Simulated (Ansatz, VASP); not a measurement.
## SiO2: VASP beside Ansatz

```
Si O
1.0
    -2.38194    2.38194    3.75644
     2.38194   -2.38194    3.75644
     2.38194    2.38194   -3.75644
Si O
2 4
Direct
  0.00000 0.00000 0.00000
  0.75000 0.25000 0.50000
  0.99838 0.62500 0.87338
  0.37500 0.24838 0.37338
  0.75162 0.12500 0.12662
  0.87500 0.00162 0.62662
```

Change from the starting cell: volume scaled by 1.01, crystal datasets.

Alike in both runs: task electric field gradients; functional PBEsol; k mesh 7 × 7 × 7; occupations fermi-dirac, width 0.03 eV; no spin polarisation.

|  | VASP | Ansatz |
| --- | --- | --- |
| version | VASP 6.6.1 | Ansatz 0.2.0 |
| potentials or method | VASP PAW PBE potentials, release 64 (Si, O), cutoff 520 eV | all-electron PAW with datasets made for the crystal, scalar-relativistic |

```tsv
	VASP	Ansatz	Ansatz less VASP
gap on the k mesh at the Fermi level (eV)	5.91	5.92	+0.011
pressure (GPa)	0.0	-0.7	-0.61
traceless stress, the component that is largest in VASP (GPa)	-1.32	-1.40	-0.076
rms of the force components (eV/Å)	0.048	0.065	+0.0170
size of Vzz on the site where it differs most (V/Å²)	85.0	86.6	+1.63
```

VASP's potentials were made for PBE, not for PBEsol. Atom by atom the forces differ by 0.017 eV/Å (rms over components). Ansatz ran all-electron here, and VASP with PAW potentials.
